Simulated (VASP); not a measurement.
## CdTe: single point with revPBE

The system is CdTe.

```
Cd Te
1.0
     0.00000    3.20500    3.20500
     3.20500    0.00000    3.20500
     3.20500    3.20500    0.00000
Cd Te
1 1
Direct
  0.00000 0.00000 0.00000
  0.25000 0.25000 0.25000
```

```yaml
Program: VASP 6.6.1
Task: single point
Functional: revPBE
Potentials_or_basis: VASP PAW PBE potentials, release 64 (Cd, Te)
Cutoff: 520 eV
k_mesh: 6 × 6 × 6
Occupations: gaussian, width 0.01 eV
Spin: no spin polarisation
Dipole_correction: no
Further_INCAR_settings: ALGO = Normal; EDIFF = 1e-07; NBANDS = 16
```

The pressure is 5.7 GPa and the band gap on the k mesh is 0.98 eV, direct.

Levels at points of the mesh, in eV from the valence-band top:
```csv
k point,band 5,band 6,band 7,band 8,band 9,band 10,band 11,band 12,band 13,band 14
"(0.00, 0.00, 0.00)",-8.13,-8.13,0.00,0.00,0.00,0.98,4.62,4.62,4.62,7.68
"(0.50, 0.00, 0.00)",-8.12,-7.74,-4.58,-0.82,-0.82,1.93,5.22,5.22,7.27,8.92
"(0.50, 0.50, 0.00)",-8.10,-7.59,-4.44,-1.97,-1.97,2.65,2.73,9.15,9.36,9.36
```

Wall time 41 s on 1 thread of AMD EPYC 7R43 64-Core Processor (Zen 3), on a shared host, peak memory 0.18 GiB.

Caveat: the PAW data sets were made with another functional, which shifts forces and pressure a little; spin-orbit coupling is left out, which moves the levels of the heavy elements.
